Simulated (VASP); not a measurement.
Here is a VASP 6.6.1 calculation.

File INCAR:

```
SYSTEM = SiO2
PREC = Accurate
ENCUT = 600
EDIFF = 1E-7
ISMEAR = -1
SIGMA = 0.05
LREAL = .False.
LASPH = .True.
NELM = 120
ALGO = Normal
ISIF = 3
LWAVE = .False.
LCHARG = .False.
GGA = RP
IBRION = 2
NSW = 60
EDIFFG = -0.01
GGA_COMPAT = .False.
NELMIN = 4
```

The input KPOINTS:

```
Automatic mesh
0
Gamma
  6 6 4
  0 0 0
```

POSCAR

```
SiO2
1.0
    4.9820000000      0.0000000000      0.0000000000
    0.0000000000      4.9820000000      0.0000000000
    0.0000000000      0.0000000000      6.9630000000
Si O
4 8
Direct
    0.7989700000      0.2010300000      0.7500000000
    0.7010300000      0.7010300000      0.5000000000
    0.2010300000      0.7989700000      0.2500000000
    0.2989700000      0.2989700000      0.0000000000
    0.1034700000      0.2398900000      0.8218700000
    0.2601100000      0.6034700000      0.0718700000
    0.8965300000      0.7601100000      0.3218700000
    0.7398900000      0.3965300000      0.5718700000
    0.6034700000      0.2601100000      0.9281300000
    0.7601100000      0.8965300000      0.6781300000
    0.3965300000      0.7398900000      0.4281300000
    0.2398900000      0.1034700000      0.1781300000
```

Potentials or basis: VASP PAW PBE potentials, release 64 (Si, O).

The run is started by

```console
$ cat potpaw_PBE.64/Si/POTCAR potpaw_PBE.64/O/POTCAR > POTCAR
$ mpirun -np 1 vasp_std > vasp.out
```

(1) Estimate the space group after relaxing (to 0.1 Å).

(2) What does it give for the band gap on the k mesh?

(3) Predict the relaxed volume.

Results:

(1) P4_12_12 (No. 92).

(2) 5.58 eV.

(3) 15.74 Å³/atom.

Caveat: the PAW data sets were made with another functional, which shifts forces and pressure a little.
